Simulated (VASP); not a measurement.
A run of VASP 6.6.1 is set up as follows.

Contents of INCAR:

```
SYSTEM = Ti
PREC = Accurate
ENCUT = 520
EDIFF = 1E-6
ISMEAR = 0
SIGMA = 0.15
LREAL = .False.
LASPH = .True.
NELM = 150
ALGO = Normal
ISIF = 2
LWAVE = .False.
LCHARG = .False.
ISPIN = 2
MAGMOM = 1
LORBIT = 11
NUPDOWN = 1.0
LMAXMIX = 4
GGA = CA
NBANDS = 16
```

File KPOINTS:

```
Automatic mesh
0
Gamma
  22 22 22
  0 0 0
```

The input POSCAR:

```
Ti
1.0
    0.0000000000      2.1140031667      2.1140031667
    2.1140031667      0.0000000000      2.1140031667
    2.1140031667      2.1140031667      0.0000000000
Ti
1
Direct
    0.0000000000      0.0000000000      0.0000000000
```

Potentials or basis: VASP PAW LDA potentials, release 64 (Ti_sv).

The run is started by

```bash
$ cat potpaw_LDA.64/Ti_sv/POTCAR > POTCAR
$ mpirun -np 1 vasp_std > vasp.out
```

**Question.** Predict the pressure.

**Answer.** -12.8 GPa.

Caveat: the cell stands under tension; the total moment is fixed, so each spin has its own Fermi level.
